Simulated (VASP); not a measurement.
# ZrIn2Se3 (P4/mmm) in VASP: further runs

ZrIn2Se3 is run at these levels: PBE; tasks: relaxation of cell and atoms, single point.

All numbers are computed with VASP 6.6.1; they aren't measurements. Logs are shortened: lines on timing, memory, paths and dates and some standing lists are left out, and cuts for length are marked.

### 1 The cell of the first run

It takes space group P4/mmm (No. 123, tetragonal). Conventional cell: a = 3.638 Å, b = 3.638 Å, c = 11.015 Å, α = 90.00°, β = 90.00°, γ = 90.00°. Zr (site symmetry 4/mmm) has 8 Se at 3.12 Å and 2 In at 3.58 Å and 4 Zr at 3.64 Å within 4.1 Å. In (site symmetry 4mm) has 8 Se at 3.14 to 3.22 Å and 1 Zr at 3.58 Å and 5 In at 3.64 to 3.86 Å within 4.1 Å. Within 4.1 Å of Se (site symmetry 4mm) lie 4 Zr at 3.12 Å and 4 In at 3.14 Å and 6 Se at 3.55 to 3.73 Å. Within 4.2 Å of Se (site symmetry 4/mmm) lie 8 In at 3.22 Å and 6 Se at 3.64 to 3.73 Å.

The cell was built from a structure type or drawn by symmetry, and may not be a known phase.

### 2 Relaxation of cell and atoms, PBE

File INCAR:

```
SYSTEM = ZrIn2Se3
  PREC = Accurate
  ENCUT = 600
  EDIFF = 1E-6
  ISMEAR = 0
  SIGMA = 0.1
  LREAL = .FALSE.
  LASPH = .TRUE.
  NELM = 80
  ALGO = Normal
  ISIF = 3
  LWAVE = .FALSE.
  LCHARG = .FALSE.
  GGA = PE
  IBRION = 2
  NSW = 90
  EDIFFG = -0.04
```

File KPOINTS:

```
regular mesh
0
G
  6 6 2
  0 0 0
```

File POSCAR:

```
ZrIn2Se3
1.0
    3.6381858300      0.0000000000      0.0000000000
    0.0000000000      3.6381858300      0.0000000000
    0.0000000000      0.0000000000     11.0150998600
Zr In Se
1 2 3
Direct
    0.5000000000      0.5000000000      0.0000000000
    0.5000000000      0.5000000000      0.3248246900
    0.5000000000      0.5000000000      0.6751753100
    0.0000000000      0.0000000000      0.8390681100
    0.0000000000      0.0000000000      0.1609318900
    0.0000000000      0.0000000000      0.5000000000
```

Potentials or basis: VASP PAW PBE potentials, release 64 (Zr_sv, In_d, Se).

The run is started by

```
$ cat potpaw_PBE.64/Zr_sv/POTCAR potpaw_PBE.64/In_d/POTCAR potpaw_PBE.64/Se/POTCAR > POTCAR
$ mpirun -np 1 vasp_std > vasp.out
```

OUTCAR:

```text
SYSTEM = ZrIn2Se3
   PREC = Accurate
   ENCUT = 600
   EDIFF = 1E-6
   ISMEAR = 0
   LREAL = .FALSE.
   LASPH = .TRUE.
   NELM = 80
   ISIF = 3
   GGA = PE
   IBRION = 2
   NSW = 90
   EDIFFG = -0.04

 ion  position               nearest neighbor table
   1  0.500  0.500  0.000-   4 3.12   5 3.12   4 3.12   5 3.12   4 3.12   5 3.12   4 3.12   5 3.12
                             2 3.58   3 3.58
   2  0.500  0.500  0.325-   5 3.14   5 3.14   5 3.14   5 3.14   6 3.22   6 3.22   6 3.22   6 3.22
                             1 3.58   3 3.86
   3  0.500  0.500  0.675-   4 3.14   4 3.14   4 3.14   4 3.14   6 3.22   6 3.22   6 3.22   6 3.22
                             1 3.58   2 3.86
   4  0.000  0.000  0.839-   1 3.12   1 3.12   1 3.12   1 3.12   3 3.14   3 3.14   3 3.14   3 3.14

   5  0.000  0.000  0.161-   1 3.12   1 3.12   1 3.12   1 3.12   2 3.14   2 3.14   2 3.14   2 3.14

   6  0.000  0.000  0.500-   2 3.22   3 3.22   2 3.22   3 3.22   2 3.22   3 3.22   2 3.22   3 3.22

  LATTYP: Found a simple tetragonal cell.
 ALAT       =     3.6381858300
 C/A-ratio  =     3.0276353036

  Lattice vectors:

 A1 = (   3.6381858300,   0.0000000000,   0.0000000000)
 A2 = (   0.0000000000,   3.6381858300,   0.0000000000)
 A3 = (   0.0000000000,   0.0000000000,  11.0150998600)

Analysis of symmetry for initial positions (statically):
=====================================================================
 Subroutine PRICEL returns:
 Original cell was already a primitive cell.

 Routine SETGRP: Setting up the symmetry group for a
 simple tetragonal supercell.

 Subroutine GETGRP returns: Found 16 space group operations
 (whereof 16 operations were pure point group operations)
 out of a pool of 16 trial point group operations.

The static configuration has the point symmetry D_4h.

Analysis of symmetry for dynamics (positions and initial velocities):
=====================================================================
 Subroutine PRICEL returns:
 Original cell was already a primitive cell.

 Routine SETGRP: Setting up the symmetry group for a
 simple tetragonal supercell.

 Subroutine GETGRP returns: Found 16 space group operations
 (whereof 16 operations were pure point group operations)
 out of a pool of 16 trial point group operations.

The dynamic configuration has the point symmetry D_4h.

 Subroutine INISYM returns: Found 16 space group operations
 (whereof 16 operations are pure point group operations),
 and found     1 'primitive' translations

----------------------------------------------------------------------------------------

                                     Primitive cell

  volume of cell :     145.8002

  direct lattice vectors                    reciprocal lattice vectors
     3.638185830  0.000000000  0.000000000     0.274862266  0.000000000  0.000000000
     0.000000000  3.638185830  0.000000000     0.000000000  0.274862266  0.000000000
     0.000000000  0.000000000 11.015099860     0.000000000  0.000000000  0.090784470

  length of vectors
     3.638185830  3.638185830 11.015099860     0.274862266  0.274862266  0.090784470

  position of ions in fractional coordinates (direct lattice)
     0.500000000  0.500000000  0.000000000
     0.500000000  0.500000000  0.324824690
     0.500000000  0.500000000  0.675175310
     0.000000000  0.000000000  0.839068110
     0.000000000  0.000000000  0.160931890
     0.000000000  0.000000000  0.500000000

  ion indices of the primitive-cell ions
   primitive index   ion index
                 1           1
                 2           2
                 3           3
                 4           4
                 5           5
                 6           6

----------------------------------------------------------------------------------------

 KPOINTS: regular mesh

Automatic generation of k-mesh.
 Grid dimensions read from file:
 generate k-points for:    6    6    2

 Generating k-lattice:

  Cartesian coordinates                     Fractional coordinates (reciprocal lattice)
     0.045810378  0.000000000  0.000000000     0.166666667  0.000000000  0.000000000
     0.000000000  0.045810378  0.000000000     0.000000000  0.166666667  0.000000000
     0.000000000  0.000000000  0.045392235     0.000000000  0.000000000  0.500000000

  Length of vectors
     0.045810378  0.045810378  0.045392235

  Shift w.r.t. Gamma in fractional coordinates (k-lattice)
     0.000000000  0.000000000  0.000000000

 Subroutine IBZKPT returns following result:
 ===========================================

 Found     20 irreducible k-points:

 Following reciprocal coordinates:
            Coordinates               Weight
  0.000000  0.000000  0.000000      1.000000
  0.166667  0.000000  0.000000      4.000000
  0.333333  0.000000  0.000000      4.000000
  0.500000  0.000000  0.000000      2.000000
  0.166667  0.166667  0.000000      4.000000
  0.333333  0.166667  0.000000      8.000000
[... 12 lines left out ...]
  0.500000  0.333333  0.500000      4.000000
  0.500000  0.500000  0.500000      1.000000
   k-points           NKPTS =     20   k-points in BZ     NKDIM =     20   number of bands    NBANDS=     33
   number of dos      NEDOS =    301   number of ions     NIONS =      6
   total plane-waves  NPLWV =  81000
   dimension x,y,z NGX =    30 NGY =   30 NGZ =   90
   dimension x,y,z NGXF=    60 NGYF=   60 NGZF=  180
   ions per type =               1   2   3
   NGX,Y,Z   is equivalent  to a cutoff of  13.71, 13.71, 13.58 a.u.
   NGXF,Y,Z  is equivalent  to a cutoff of  27.42, 27.42, 27.17 a.u.
 SYSTEM =  ZrIn2Se3
   PREC   = accura    normal or accurate (medium, high low for compatibility)
   ISTART =      0    job   : 0-new  1-cont  2-samecut
   ICHARG =      2    charge: 1-file 2-atom 10-const
   ISPIN  =      1    spin polarized calculation?
   LNONCOLLINEAR =      F non collinear calculations
   LSORBIT =      F    spin-orbit coupling
   LASPH  =      T    aspherical Exc in radial PAW
   ENCUT  =  600.0 eV  44.10 Ry    6.64 a.u.   7.27  7.27 22.00*2*pi/ulx,y,z
   NELM   =     80;   NELMIN=  2; NELMDL= -5     # of ELM steps
   EDIFF  = 0.1E-05   stopping-criterion for ELM
   LREAL  =      F    real-space projection
   EDIFFG = -.4E-01   stopping-criterion for IOM
   NSW    =     90    number of steps for IOM
   IBRION =      2    ionic relax: 0-MD 1-quasi-New 2-CG
   NFREE  =      1    steps in history (QN), initial steepest desc. (CG)
   ISIF   =      3    stress and relaxation
   ISYM   =      2    0-nonsym 1-usesym 2-fastsym
   POTIM  = 0.5000    time-step for ionic-motion
   TEBEG  =    0.0;   TEEND  =   0.0 temperature during run
   PSTRESS=    0.0 pullay stress
   NELECT =      56.0000    total number of electrons
   NUPDOWN=      -1.0000    fix difference up-down
   EMIN   =  10.00;   EMAX   =-10.00  energy-range for DOS
   EFERMI =   0.00;   METHOD = LEGACY
   ISMEAR =     0;   SIGMA  =   0.10  broadening in eV -4-tet -1-fermi 0-gaus
   EFERMI_NEDOS =   21; number of points for ismear=-14 and -15
   IALGO  =     38    algorithm
   IMIX   =      4    mixing-type and parameters
     AMIX     =   0.40;   BMIX     =  1.00
     AMIX_MAG =   1.60;   BMIX_MAG =  1.00
  volume/ion in A,a.u.               =      24.30       163.98
  Fermi-wavevector in a.u.,A,eV,Ry     =   1.190012  2.248797 19.267608  1.416129
  Thomas-Fermi vector in A             =   2.326107
   LORBIT       =      0    0 simple, 1 ext, 2 COOP (PROOUT), +10 PAW based schemes
   GGA     = PE    functional components
   LHFCALC =     F    Hartree Fock is set to
   AEXX    =    0.0000 exact exchange contribution
   IVDW    =     0    specifies the selected vdW correction
   LEPSILON=     F    determine dielectric tensor
   LRPA    =     F    only Hartree local field effects (RPA)
 conjugate gradient relaxation of ions
 non-spin polarized calculation
 Gauss-broadening in eV      SIGMA  =   0.10
  energy-cutoff  :      600.00
  volume of cell :      145.80
 maximum number of plane-waves:      4904
 NGX is ok and might be reduce to    30
   NGX = 15   NGY = 15   NGZ = 43

--------------------------------------- Ionic step        1  -------------------------------------------

 number of electron      55.9999999 magnetization

 Free energy of the ion-electron system (eV)
  ---------------------------------------------------
  ext. energy  EPLUGINS =         0.00000000
  ---------------------------------------------------
  free energy    TOTEN  =       -27.00674803 eV

  energy without entropy =      -26.98584220  energy(sigma->0) =      -26.99629511

------------------------ aborting loop because EDIFF is reached ----------------------------------------

  FORCE on cell =-STRESS in cart. coord.  units (eV):
  Direction    XX          YY          ZZ          XY          YZ          ZX
  --------------------------------------------------------------------------------------
  -------------------------------------------------------------------------------------
  Total       -3.7294546     -3.7294546     -6.1221289      0.0000000     -0.0000000      0.0000000
  in kB      -40.9824304    -40.9824304    -67.2751777      0.0000000     -0.0000000      0.0000000
  external PRESSURE =     -49.7466795 kB  Pullay stress =       0.0000000 kB
[... 101 lines left out ...]
  FREE ENERGIE OF THE ION-ELECTRON SYSTEM (eV)
  ---------------------------------------------------
  free  energy   TOTEN  =       -27.5720398140 eV

  energy  without entropy=      -27.5552521062  energy(sigma->0) =      -27.56364596

[... ionic steps 4 to 11 ...]

--------------------------------------- Ionic step       12  -------------------------------------------

 number of electron      56.0000011 magnetization

------------------------ aborting loop because EDIFF is reached ----------------------------------------

  FORCE on cell =-STRESS in cart. coord.  units (eV):
  Direction    XX          YY          ZZ          XY          YZ          ZX
  --------------------------------------------------------------------------------------
  -------------------------------------------------------------------------------------
  Total       -0.0776459     -0.0776459      0.1003002      0.0000000      0.0000000      0.0000000
  in kB       -0.8930083     -0.8930083      1.1535564      0.0000000      0.0000000      0.0000000
  external PRESSURE =      -0.2108201 kB  Pullay stress =       0.0000000 kB
[... 65 lines left out ...]
  energy  without entropy=      -27.8722149316  energy(sigma->0) =      -27.87626856

--------------------------------------- Ionic step       14  -------------------------------------------

 number of electron      56.0000004 magnetization

 Free energy of the ion-electron system (eV)
  ---------------------------------------------------
  ext. energy  EPLUGINS =         0.00000000
  ---------------------------------------------------
  free energy    TOTEN  =       -27.88089960 eV

  energy without entropy =      -27.87297848  energy(sigma->0) =      -27.87693904

 E-fermi :   6.7624     XC(G=0): -10.3398

 val. band max:        6.7321076256   @ k =   0.0000   0.0000   0.5000
 cond. band min:       6.7994268923   @ k =   0.5000   0.3333   0.0000
 fundamental gap:      0.0673192667
 Fermi energy:         6.7624317065

 k-point     1 :       0.0000    0.0000    0.0000
  band No.  band energies     occupation
      1     -43.1412      2.00000
      2     -21.2264      2.00000
      3     -20.9978      2.00000
      4     -20.9978      2.00000
      5      -7.8888      2.00000
      6      -7.8819      2.00000
[... 742 lines left out ...]
  FREE ENERGIE OF THE ION-ELECTRON SYSTEM (eV)
  ---------------------------------------------------
  free  energy   TOTEN  =       -27.8808996007 eV

  energy  without entropy=      -27.8729784804  energy(sigma->0) =      -27.87693904

 reached required accuracy - stopping structural energy minimisation
```

Wall time 11 min (1 thread of Intel Xeon 6975P-C (Granite Rapids), shared host); peak memory 0.35 GiB.

What came out:

| Item | Value |
| --- | --- |
| Free energy | -27.8809 eV |
| Relaxed volume | 23.24 Å³/atom |
| Relaxed cell | a = 3.519 Å, b = 3.519 Å, c = 11.264 Å, α = 90.00°, β = 90.00°, γ = 90.00° |
| Space group after relaxing (to 0.1 Å) | P4/mmm (No. 123) |
| Energy gained by relaxing | 145.7 meV/atom |
| Ionic steps | 14 |
| Pressure after relaxing | 0.0 GPa |
| Largest force after relaxing | 0.035 eV/Å |
| Band gap on the k mesh | zero (bands 28 and 29 overlap by 0.55 eV) |

Forces on the atoms (eV/Å):
```
Zr   0.000  0.000  0.000
In   0.000  0.000  0.035
In   0.000  0.000 -0.035
Se   0.000  0.000 -0.004
Se   0.000  0.000  0.004
Se   0.000  0.000  0.000
```

Stress tensor (GPa, compression positive):
```
-0.11  0.00  0.00
 0.00 -0.11  0.00
 0.00  0.00  0.10
```

The path:
| step | energy change (eV) | largest force (eV/Å) | pressure (GPa) | volume (Å³) |
| --- | --- | --- | --- | --- |
| 1 | 0.0000 | 1.9144 | -4.97 | 145.80 |
| 2 | -0.5566 | 1.1477 | 1.31 | 130.43 |
| 3 | -0.5653 | 0.9583 | 2.65 | 128.13 |
| 4 | -0.7123 | 0.2290 | 1.62 | 131.22 |
| 5 | -0.7287 | 0.1386 | 1.29 | 132.67 |
| 6 | -0.8094 | 0.2196 | -0.60 | 137.44 |
| 7 | -0.8232 | 0.3004 | -1.73 | 141.11 |
| 8 | -0.8649 | 0.2191 | -0.38 | 139.75 |
| 9 | -0.8652 | 0.2129 | -0.26 | 139.64 |
| 10 | -0.8722 | 0.0919 | 0.14 | 138.87 |
| 11 | -0.8725 | 0.0737 | 0.25 | 138.65 |
| 12 | -0.8736 | 0.0573 | -0.02 | 139.31 |
| 13 | -0.8736 | 0.0544 | -0.07 | 139.42 |
| 14 | -0.8742 | 0.0346 | -0.04 | 139.45 |

Final structure:
```
CELL_PARAMETERS angstrom
3.51856 0.00000 0.00000
0.00000 3.51856 0.00000
0.00000 0.00000 11.26415
ATOMIC_POSITIONS crystal
Zr 0.50000 0.50000 0.00000
In 0.50000 0.50000 0.34045
In 0.50000 0.50000 0.65955
Se 0.00000 0.00000 0.86489
Se 0.00000 0.00000 0.13511
Se 0.00000 0.00000 0.50000
```

Caveat: spin-orbit coupling is left out, which moves the levels of the heavy elements.

### 3 Single point, PBE

This run uses another cell than the first one, of 23.17 Å³/atom.

File INCAR:

```
PREC = Accurate
ENCUT = 520
EDIFF = 1E-6
ISMEAR = 0
SIGMA = 0.1
LREAL = F
LASPH = T
NELM = 80
ALGO = Normal
ISIF = 2
LWAVE = F
LCHARG = F
GGA = PE
NBANDS = 37
```

File KPOINTS:

```
Automatic mesh
0
Gamma
  10 10 4
```

File POSCAR:

```
ZrIn2Se3
1.0
    3.5173090114      0.0000000000      0.0000000000
    0.0000000000      3.5173090114      0.0000000000
    0.0000000000      0.0000000000     11.2350626769
Zr In Se
1 2 3
Direct
    0.5000000000      0.5000000000      0.0000000000
    0.5000000000      0.5000000000      0.3396495613
    0.5000000000      0.5000000000      0.6603504387
    0.0000000000      0.0000000000      0.8648671370
    0.0000000000      0.0000000000      0.1351328630
    0.0000000000      0.0000000000      0.5000000000
```

Potentials or basis: VASP PAW PBE potentials, release 64 (Zr_sv, In_d, Se).

The run is started by

```
$ cat potpaw_PBE.64/Zr_sv/POTCAR potpaw_PBE.64/In_d/POTCAR potpaw_PBE.64/Se/POTCAR > POTCAR
$ mpirun -np 1 vasp_std > vasp.out
```

It took 3.3 min on 1 thread of Intel Xeon 6975P-C (Granite Rapids), shared host; peak memory 0.44 GiB.

Results (log left out):

| Property | Result |
| --- | --- |
| Free energy | -27.8860 eV |
| Pressure | 0.0 GPa |
| Largest force | 0.012 eV/Å |
| Band gap on the k mesh | zero (bands 28 and 29 overlap by 0.83 eV) |

Forces on the atoms (eV/Å):
```
Zr   0.000  0.000  0.000
In   0.000  0.000 -0.006
In   0.000  0.000  0.006
Se   0.000  0.000 -0.012
Se   0.000  0.000  0.012
Se   0.000  0.000  0.000
```

Levels at points of the mesh, in eV from the Fermi level:
| k point | band 25 | band 26 | band 27 | band 28 | band 29 | band 30 | band 31 | band 32 |
| --- | --- | --- | --- | --- | --- | --- | --- | --- |
| (0.00, 0.00, 0.00) | -1.50 | -1.50 | -0.98 | -0.98 | 0.75 | 1.24 | 1.68 | 1.94 |
| (0.50, 0.00, 0.00) | -1.84 | -1.39 | -0.32 | -0.18 | 0.63 | 1.05 | 1.19 | 1.99 |
| (0.50, 0.50, 0.00) | -3.20 | -2.08 | -1.91 | -0.37 | -0.23 | 0.17 | 0.17 | 2.47 |
| (0.00, 0.00, 0.50) | -1.43 | -1.03 | -1.03 | -0.70 | 0.04 | 0.85 | 1.94 | 2.43 |
| (0.50, 0.00, 0.50) | -2.35 | -0.48 | -0.33 | -0.28 | -0.17 | 0.99 | 1.19 | 2.91 |
| (0.50, 0.50, 0.50) | -3.14 | -2.17 | -1.84 | -0.54 | 0.31 | 0.31 | 0.72 | 0.99 |

Caveat: spin-orbit coupling is left out, which moves the levels of the heavy elements.
